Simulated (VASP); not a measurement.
# H4O in VASP: a series of runs

Runs on H4O. Level: PBE+D3(BJ). Tasks: single point.

All numbers are computed with VASP 6.6.1; they aren't measurements. Logs are shortened: lines on timing, memory, paths and dates and some standing lists are left out, and cuts for length are marked.

## 1. The cell of the first run

The cell holds a disordered packing, 20 atoms: a = 4.404 Å, b = 4.404 Å, c = 4.404 Å, α = 90.00°, β = 90.00°, γ = 90.00°.

## 2. Single point, PBE+D3(BJ)

The input, INCAR:

```
SYSTEM = H4O
  ALGO = Normal
  EDIFF = 1E-7
  ENCUT = 520
  GGA = PE
  ISIF = 2
  ISMEAR = -1
  IVDW = 12
  LASPH = .True.
  LCHARG = .False.
  LREAL = Auto
  LWAVE = .False.
  NBANDS = 36
  NELM = 100
  PREC = Accurate
  SIGMA = 0.02
```

The input, KPOINTS:

```
k-points
0
Gamma
  1 1 1
  0 0 0
```

The input, POSCAR:

```
H4O
1.0
    4.4035400000      0.0000000000      0.0000000000
    0.0000000000      4.4035400000      0.0000000000
    0.0000000000      0.0000000000      4.4035400000
O H
4 16
Direct
    0.2089455302      0.5162891674      0.7624547523
    0.8851514918      0.2396708103      0.1512419553
    0.1471089169      0.0294081580      0.5567339005
    0.6731629553      0.7723331683      0.8707994023
    0.1826257965      0.6454579724      0.5551442703
    0.2003615273      0.2864513550      0.6746163314
    0.9530059906      0.4043564950      0.0038378214
    0.7733323644      0.0928344014      0.0241623785
   -0.0707385422     -0.0225273303      0.5749919383
    0.1320755574      0.1080267240      0.3407031615
    0.4983490555      0.6322640421      0.8113699433
    0.8452744837      0.6477061637      0.7882294699
    0.2193462532      0.6316281900      0.1571690049
    0.2680116452      0.5659764644      0.3141790469
    0.6651466774      0.8466824419      0.4373753843
    0.6855847795      0.7866398398      0.2761641770
    0.4519091458      0.2308824264      0.1434073495
    0.3360023981      0.1541714166      0.0697166371
    0.6067845415      0.1687051781      0.7185582509
    0.6680080117      0.2865421911      0.6297887609
```

Potentials or basis: VASP PAW PBE potentials, release 64 (O, H).

The run is started by

```sh
$ cat potpaw_PBE.64/O/POTCAR potpaw_PBE.64/H/POTCAR > POTCAR
$ mpirun -np 1 vasp_gam > vasp.out
```

OUTCAR:

```text
SYSTEM = H4O
   EDIFF = 1E-7
   ENCUT = 520
   GGA = PE
   ISIF = 2
   ISMEAR = -1
   IVDW = 12
   LASPH = .True.
   LREAL = Auto
   NELM = 100
   PREC = Accurate
 IVDW          = 12

 ion  position               nearest neighbor table
   1  0.209  0.516  0.762-   5 1.08   6 1.08  11 1.39
   2  0.885  0.240  0.151-   8 0.99   7 1.02
   3  0.147  0.029  0.557-   9 0.99  10 1.01   6 1.27
   4  0.673  0.772  0.871-  12 1.00  11 1.02
   5  0.183  0.645  0.555-   1 1.08
   6  0.200  0.286  0.675-   1 1.08   3 1.27
   7  0.953  0.404  0.004-   2 1.02
   8  0.773  0.093  0.024-   2 0.99
   9  0.929  0.977  0.575-   3 0.99
  10  0.132  0.108  0.341-   3 1.01
  11  0.498  0.632  0.811-   4 1.02   1 1.39
  12  0.845  0.648  0.788-   4 1.00
  13  0.219  0.632  0.157-  14 0.78
  14  0.268  0.566  0.314-  13 0.78
  15  0.665  0.847  0.437-  16 0.76
  16  0.686  0.787  0.276-  15 0.76
  17  0.452  0.231  0.143-  18 0.69
  18  0.336  0.154  0.070-  17 0.69
  19  0.607  0.169  0.719-  20 0.70
  20  0.668  0.287  0.630-  19 0.70

  LATTYP: Found a simple cubic cell.
 ALAT       =     4.4035400000

  Lattice vectors:

 A1 = (   4.4035400000,   0.0000000000,   0.0000000000)
 A2 = (   0.0000000000,   4.4035400000,   0.0000000000)
 A3 = (   0.0000000000,   0.0000000000,   4.4035400000)

Analysis of symmetry for initial positions (statically):
=====================================================================
 Subroutine PRICEL returns:
 Original cell was already a primitive cell.

 Routine SETGRP: Setting up the symmetry group for a
 simple cubic supercell.

 Subroutine GETGRP returns: Found  1 space group operations
 (whereof  1 operations were pure point group operations)
 out of a pool of 48 trial point group operations.

The static configuration has the point symmetry C_1 .

Analysis of symmetry for dynamics (positions and initial velocities):
=====================================================================
 Subroutine PRICEL returns:
 Original cell was already a primitive cell.

 Routine SETGRP: Setting up the symmetry group for a
 simple cubic supercell.

 Subroutine GETGRP returns: Found  1 space group operations
 (whereof  1 operations were pure point group operations)
 out of a pool of 48 trial point group operations.

The dynamic configuration has the point symmetry C_1 .

 Subroutine INISYM returns: Found  1 space group operations
 (whereof  1 operations are pure point group operations),
 and found     1 'primitive' translations

----------------------------------------------------------------------------------------

                                     Primitive cell

  volume of cell :      85.3898

  direct lattice vectors                    reciprocal lattice vectors
     4.403540000  0.000000000  0.000000000     0.227090023  0.000000000  0.000000000
     0.000000000  4.403540000  0.000000000     0.000000000  0.227090023  0.000000000
     0.000000000  0.000000000  4.403540000     0.000000000  0.000000000  0.227090023

  length of vectors
     4.403540000  4.403540000  4.403540000     0.227090023  0.227090023  0.227090023

  position of ions in fractional coordinates (direct lattice)
     0.208945530  0.516289167  0.762454752
     0.885151492  0.239670810  0.151241955
     0.147108917  0.029408158  0.556733900
     0.673162955  0.772333168  0.870799402
     0.182625796  0.645457972  0.555144270
     0.200361527  0.286451355  0.674616331
     0.953005991  0.404356495  0.003837821
     0.773332364  0.092834401  0.024162379
     0.929261458  0.977472670  0.574991938
     0.132075557  0.108026724  0.340703162
     0.498349056  0.632264042  0.811369943
     0.845274484  0.647706164  0.788229470
     0.219346253  0.631628190  0.157169005
     0.268011645  0.565976464  0.314179047
     0.665146677  0.846682442  0.437375384
     0.685584779  0.786639840  0.276164177
     0.451909146  0.230882426  0.143407350
     0.336002398  0.154171417  0.069716637
     0.606784541  0.168705178  0.718558251
     0.668008012  0.286542191  0.629788761

  ion indices of the primitive-cell ions
   primitive index   ion index
                 1           1
                 2           2
                 3           3
                 4           4
                 5           5
                 6           6
                 7           7
                 8           8
                 9           9
                10          10
                11          11
                12          12
                13          13
                14          14
                15          15
                16          16
                17          17
                18          18
                19          19
                20          20

----------------------------------------------------------------------------------------

 KPOINTS: k-points

Automatic generation of k-mesh.
 Grid dimensions read from file:
 generate k-points for:    1    1    1

 Generating k-lattice:

  Cartesian coordinates                     Fractional coordinates (reciprocal lattice)
     0.227090023  0.000000000  0.000000000     1.000000000  0.000000000  0.000000000
     0.000000000  0.227090023  0.000000000     0.000000000  1.000000000  0.000000000
     0.000000000  0.000000000  0.227090023     0.000000000  0.000000000  1.000000000

  Length of vectors
     0.227090023  0.227090023  0.227090023

  Shift w.r.t. Gamma in fractional coordinates (k-lattice)
     0.000000000  0.000000000  0.000000000

 Subroutine IBZKPT returns following result:
 ===========================================

 Found      1 irreducible k-points:

 Following reciprocal coordinates:
            Coordinates               Weight
  0.000000  0.000000  0.000000      1.000000
   k-points           NKPTS =      1   k-points in BZ     NKDIM =      1   number of bands    NBANDS=     36
   number of dos      NEDOS =    301   number of ions     NIONS =     20
   total plane-waves  NPLWV =  46656
   dimension x,y,z NGX =    36 NGY =   36 NGZ =   36
   dimension x,y,z NGXF=    72 NGYF=   72 NGZF=   72
   ions per type =               4  16
   NGX,Y,Z   is equivalent  to a cutoff of  13.59, 13.59, 13.59 a.u.
   NGXF,Y,Z  is equivalent  to a cutoff of  27.18, 27.18, 27.18 a.u.
 SYSTEM =  H4O
   PREC   = accura    normal or accurate (medium, high low for compatibility)
   ISTART =      0    job   : 0-new  1-cont  2-samecut
   ICHARG =      2    charge: 1-file 2-atom 10-const
   ISPIN  =      1    spin polarized calculation?
   LNONCOLLINEAR =      F non collinear calculations
   LSORBIT =      F    spin-orbit coupling
   LASPH  =      T    aspherical Exc in radial PAW
   ENCUT  =  520.0 eV  38.22 Ry    6.18 a.u.   8.19  8.19  8.19*2*pi/ulx,y,z
   NELM   =    100;   NELMIN=  2; NELMDL= -5     # of ELM steps
   EDIFF  = 0.1E-06   stopping-criterion for ELM
   LREAL  =      T    real-space projection
   EDIFFG = 0.1E-05   stopping-criterion for IOM
   NSW    =      0    number of steps for IOM
   IBRION =     -1    ionic relax: 0-MD 1-quasi-New 2-CG
   NFREE  =      0    steps in history (QN), initial steepest desc. (CG)
   ISIF   =      2    stress and relaxation
   ISYM   =      2    0-nonsym 1-usesym 2-fastsym
   POTIM  = 0.5000    time-step for ionic-motion
   TEBEG  =    0.0;   TEEND  =   0.0 temperature during run
   PSTRESS=    0.0 pullay stress
   NELECT =      40.0000    total number of electrons
   NUPDOWN=      -1.0000    fix difference up-down
   EMIN   =  10.00;   EMAX   =-10.00  energy-range for DOS
   EFERMI =   0.00;   METHOD = LEGACY
   ISMEAR =    -1;   SIGMA  =   0.02  broadening in eV -4-tet -1-fermi 0-gaus
   EFERMI_NEDOS =   21; number of points for ismear=-14 and -15
   IALGO  =     38    algorithm
   IMIX   =      4    mixing-type and parameters
     AMIX     =   0.40;   BMIX     =  1.00
     AMIX_MAG =   1.60;   BMIX_MAG =  1.00
  volume/ion in A,a.u.               =       4.27        28.81
  Fermi-wavevector in a.u.,A,eV,Ry     =   1.271431  2.402657 21.994327  1.616537
  Thomas-Fermi vector in A             =   2.404365
   LORBIT       =      0    0 simple, 1 ext, 2 COOP (PROOUT), +10 PAW based schemes
   GGA     = PE    functional components
   LHFCALC =     F    Hartree Fock is set to
   AEXX    =    0.0000 exact exchange contribution
   IVDW    =    12    specifies the selected vdW correction
   LEPSILON=     F    determine dielectric tensor
   LRPA    =     F    only Hartree local field effects (RPA)
 non-spin polarized calculation
  energy-cutoff  :      520.00
  volume of cell :       85.39
 maximum number of plane-waves:      1163
 NGX is ok and might be reduce to    36
   NGX = 17   NGY = 17   NGZ = 17

 number of electron      39.9999995 magnetization

 Free energy of the ion-electron system (eV)
  ---------------------------------------------------
  ext. energy  EPLUGINS =         0.00000000
  ---------------------------------------------------
  free energy    TOTEN  =       -82.13231847 eV

  energy without entropy =      -82.13231847  energy(sigma->0) =      -82.13231847

 E-fermi :  -0.3121     XC(G=0): -10.0793

 val. band max:       -0.8686473583   @ k =   0.0000   0.0000   0.0000
 cond. band min:       7.4811122384   @ k =   0.0000   0.0000   0.0000
 fundamental gap:      8.3497595967
 Fermi energy:        -0.3121004035

 k-point     1 :       0.0000    0.0000    0.0000
  band No.  band energies     occupation
      1     -21.2404      2.00000
      2     -19.4768      2.00000
      3     -18.9392      2.00000
      4     -18.3160      2.00000
      5      -8.6593      2.00000
      6      -8.3647      2.00000
      7      -8.0231      2.00000
      8      -6.8414      2.00000
      9      -6.2062      2.00000
     10      -5.6301      2.00000
     11      -5.3194      2.00000
     12      -4.5010      2.00000
     13      -3.6259      2.00000
     14      -3.1757      2.00000
     15      -2.6276      2.00000
     16      -2.4264      2.00000
     17      -2.1799      2.00000
     18      -1.6692      2.00000
     19      -1.1659      2.00000
     20      -0.8686      2.00000
     21       7.4811      0.00000
     22       8.1416      0.00000
     23       9.3980      0.00000
     24       9.8683      0.00000
     25      10.4018      0.00000
     26      11.1116      0.00000
     27      11.5138      0.00000
     28      11.6800      0.00000
     29      12.2855      0.00000
     30      12.9826      0.00000
     31      13.5923      0.00000
     32      14.3048      0.00000
 [bands above 32 left out]

------------------------ aborting loop because EDIFF is reached ----------------------------------------

 Edisp (eV)   -1.41488

 E8    (eV) :    -0.2785

  FORCE on cell =-STRESS in cart. coord.  units (eV):
  Direction    XX          YY          ZZ          XY          YZ          ZX
  --------------------------------------------------------------------------------------
  -------------------------------------------------------------------------------------
  Total      12.11180    15.10827     9.60479     1.76482    -1.59155     2.24770
  in kB     227.25495   283.47811   180.21565    33.11344   -29.86243    42.17376
  external pressure =      230.32 kB  Pullay stress =        0.00 kB

 VOLUME and BASIS-vectors are now :
 -----------------------------------------------------------------------------
  energy-cutoff  :      520.00
  volume of cell :       85.39
      direct lattice vectors                 reciprocal lattice vectors
     4.403540000  0.000000000  0.000000000     0.227090023  0.000000000  0.000000000
     0.000000000  4.403540000  0.000000000     0.000000000  0.227090023  0.000000000
     0.000000000  0.000000000  4.403540000     0.000000000  0.000000000  0.227090023

 POSITION                                       TOTAL-FORCE (eV/Angst)
 -----------------------------------------------------------------------------------
      0.92010      2.27350      3.35750        -0.549060      1.344036     -0.655521
      3.89780      1.05540      0.66600        -0.705310      0.749365     -1.248158
      0.64780      0.12950      2.45160         0.913521     -0.622471     -0.398813
      2.96430      3.40100      3.83460         1.373992      0.411428     -0.840438
      0.80420      2.84230      2.44460         0.449520     -0.668462      1.232914
      0.88230      1.26140      2.97070        -0.220042     -0.074184      0.611208
      4.19660      1.78060      0.01690        -0.335934     -1.264772      1.139909
      3.40540      0.40880      0.10640         0.137425     -0.260299      0.195413
      4.09204      4.30434      2.53200        -0.422420      0.240149      0.366344
      0.58160      0.47570      1.50030         0.125127      0.099290     -0.400919
      2.19450      2.78420      3.57290        -0.843594      0.302552      0.416640
      3.72220      2.85220      3.47100        -0.004198      0.634140      0.359388
      0.96590      2.78140      0.69210         0.143913     -0.530212      0.174648
      1.18020      2.49230      1.38350        -0.383592      0.244566     -0.777372
      2.92900      3.72840      1.92600        -0.377978     -0.509637      0.387395
      3.01900      3.46400      1.21610        -0.000482     -0.149884     -0.432989
      1.99000      1.01670      0.63150         2.046222      0.824524      0.965343
      1.47960      0.67890      0.30700        -1.956169     -1.148361     -0.913559
      2.67200      0.74290      3.16420        -0.436173     -1.190974      0.764977
      2.94160      1.26180      2.77330         1.045232      1.569205     -0.946411
 -----------------------------------------------------------------------------------
    total drift:                                0.004863      0.002604      0.001556

  FREE ENERGIE OF THE ION-ELECTRON SYSTEM (eV)
  ---------------------------------------------------
  free  energy   TOTEN  =       -83.5471957056 eV

  energy  without entropy=      -83.5471957056  energy(sigma->0) =      -83.54719571
```

It took 12 s on 1 thread of Intel Xeon Platinum 8375C at 2.90GHz (Ice Lake), shared host; peak memory 0.25 GiB.

Results:

| Quantity | Value |
| --- | --- |
| Free energy | -83.5472 eV |
| Pressure | 23.0 GPa |
| Largest force | 2.445 eV/Å |
| Dispersion energy per atom | -0.071 eV |

Forces in eV/Å, atoms in the order of the input:
```
O   -0.549  1.344 -0.656
O   -0.705  0.749 -1.248
O    0.914 -0.622 -0.399
O    1.374  0.411 -0.840
H    0.450 -0.668  1.233
H   -0.220 -0.074  0.611
H   -0.336 -1.265  1.140
H    0.137 -0.260  0.195
H   -0.422  0.240  0.366
H    0.125  0.099 -0.401
H   -0.844  0.303  0.417
H   -0.004  0.634  0.359
H    0.144 -0.530  0.175
H   -0.384  0.245 -0.777
H   -0.378 -0.510  0.387
H    0.000 -0.150 -0.433
H    2.046  0.825  0.965
H   -1.956 -1.148 -0.914
H   -0.436 -1.191  0.765
H    1.045  1.569 -0.946
```

Stress tensor (GPa, compression positive):
```
22.73  3.31  4.22
 3.31 28.35 -2.99
 4.22 -2.99 18.02
```

Levels at points of the mesh, in eV from the Fermi level:
```csv
k point,band 17,band 18,band 19,band 20,band 21,band 22,band 23,band 24
"(0.00, 0.00, 0.00)",-1.87,-1.36,-0.85,-0.56,7.79,8.45,9.71,10.18
```

Caveat: the k points lie up to 1.43 Å⁻¹ apart; the atoms stand as in a frame of molecular dynamics.

(Continued in part 2 of 2.)
